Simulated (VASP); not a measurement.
Set up this calculation in VASP 6.6.1, as the native input.

```yaml
Task: single point
Functional: r2SCAN
Potentials_or_basis: VASP PAW PBE potentials, release 64 (Si, C)
Cutoff: 520 eV
k_mesh: 10 × 10 × 10
Occupations: gaussian, width 0.02 eV
Spin: no spin polarisation
Dipole_correction: no
Further_INCAR_settings: ALGO = Normal; EDIFF = 1e-06; NBANDS = 11
```

The system is SiC (kscan).

```
Si C
1.0
     0.00000    2.17831    2.17831
     2.17831    0.00000    2.17831
     2.17831    2.17831    0.00000
Si C
1 1
Direct
  0.75000 0.75000 0.75000
  0.00000 0.00000 0.00000
```

These files were run (other wordings do the same):

POSCAR

```
SiC
1.0
    0.0000000000      2.1783082557      2.1783082557
    2.1783082557      0.0000000000      2.1783082557
    2.1783082557      2.1783082557      0.0000000000
Si C
1 1
Direct
    0.7500000000      0.7500000000      0.7500000000
    0.0000000000      0.0000000000      0.0000000000
```

INCAR.step1

```
ALGO = Normal
EDIFF = 1E-4
ENCUT = 520
GGA = PE
ISMEAR = 0
LASPH = T
LCHARG = F
LREAL = F
LWAVE = T
NBANDS = 11
NELM = 80
PREC = Accurate
SIGMA = 0.02
```

INCAR.step2

```
ALGO = Normal
EDIFF = 1E-6
ENCUT = 520
ISIF = 2
ISMEAR = 0
ISTART = 1
LASPH = T
LCHARG = F
LMIXTAU = T
LREAL = F
LWAVE = F
METAGGA = R2SCAN
NBANDS = 11
NELM = 80
PREC = Accurate
SIGMA = 0.02
```

KPOINTS

```
k-points
0
Gamma
  10 10 10
```

Potentials or basis: VASP PAW PBE potentials, release 64 (Si, C).

Command:

```console
$ cat potpaw_PBE.64/Si/POTCAR potpaw_PBE.64/C/POTCAR > POTCAR
$ cp INCAR.step1 INCAR
$ mpirun -np 1 vasp_std > vasp.out
$ cp INCAR.step2 INCAR
$ mpirun -np 1 vasp_std > vasp.out
```

Results of the run:

```yaml
Pressure: -0.2 GPa
Band_gap_on_the_k_mesh: 1.72 eV, indirect (least direct gap 5.06 eV)
```

Caveat: the PAW data sets were made with another functional, which shifts forces and pressure a little.

Run time: 36 s on 1 thread of Intel Xeon 8259CL, with other jobs on the host, peak memory 0.14 GiB.
